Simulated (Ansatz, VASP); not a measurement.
## One calculation of Ta2AlC2N, two programs

```
Ta Al C N
1.0
     3.03519   -3.61705    0.00000
     3.03519    3.61705    0.00000
     0.00000    0.00000    3.24095
Ta Al C N
2 1 2 1
Cartesian
  1.5176 1.8085 1.6205
  1.5176 -1.8085 1.6205
  3.0352 0.0000 0.0000
  3.0352 1.9275 0.0000
  3.0352 -1.9275 0.0000
  0.0000 0.0000 1.6205
```

Change from the starting cell: species swapped into the CeB2Ir2Rh type (Cmmm, No. 65).

Alike in both runs: functional PBE; k mesh 4 × 4 × 6; occupations gaussian, width 0.1 eV; no spin polarisation.

Ansatz relaxed the structure, and its values are those at the end. VASP's run is a single point on that final structure, the one shown.

|  | VASP | Ansatz |
| --- | --- | --- |
| version | VASP 6.6.1 | Ansatz 0.2.0 |
| potentials or method | VASP PAW PBE potentials, release 64 (Ta_pv, Al, C, N), cutoff 520 eV | scalar-relativistic, plane waves, PAW |
| valence electrons in the cell | 38 | 42 |

Ansatz gave:

| Quantity | Value |
| --- | --- |
| gap on the k mesh at the Fermi level (eV) | none |
| pressure (GPa) | 0.1 |
| rms of the force components (eV/Å) | 0.001 |

Task: Estimate VASP's values.

Result: gap on the k mesh at the Fermi level (eV): none; pressure (GPa): 0.4; rms of the force components (eV/Å): 0.004.

A gap of «none» marks a metal or a gap that the smearing closes. With one functional, cell and mesh, what is left measures potentials, basis and numerics. VASP's potentials hold 38 valence electrons a cell and Ansatz's 42, so a difference there can come from the potentials and not from the codes.

Neither program's run includes spin-orbit coupling.
